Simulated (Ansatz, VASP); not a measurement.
Two plane-wave programs on In6O

```xyz
7
Lattice="0.0000 4.5057 4.5057 4.5057 0.0000 4.5057 4.5057 4.5057 0.0000" Properties=species:S:1:pos:R:3 pbc="T T T"
In    0.0000    2.2529    2.2529
In    4.5057    2.2529    2.2529
In    2.2529    0.0000    2.2529
In    2.2529    4.5057    2.2529
In    2.2529    2.2529    0.0000
In    2.2529    2.2529    4.5057
O     0.0000    0.0000    0.0000
```

Alike in both runs: functional PBE; k mesh 3 × 3 × 3; occupations gaussian, width 0.2 eV; no spin polarisation.

Ansatz relaxed the structure, and its values are those at the end. VASP's run is a single point on that final structure, the one shown.

|  | VASP | Ansatz |
| --- | --- | --- |
| version | VASP 6.6.1 | Ansatz 0.2.0 |
| potentials or method | VASP PAW PBE potentials, release 64 (In_d, O), cutoff 600 eV | scalar-relativistic, plane waves, PAW |
| valence electrons in the cell | 84 | 84 |

```tsv
	VASP	Ansatz	Ansatz less VASP
gap on the k mesh at the Fermi level (eV)	none	none	-
pressure (GPa)	-0.5	-0.5	+0.01
```

A gap of «none» marks a metal or a gap that the smearing closes. With one functional, cell and mesh, what is left measures potentials, basis and numerics.

The k mesh is coarse, so the values compare programs but aren't converged.
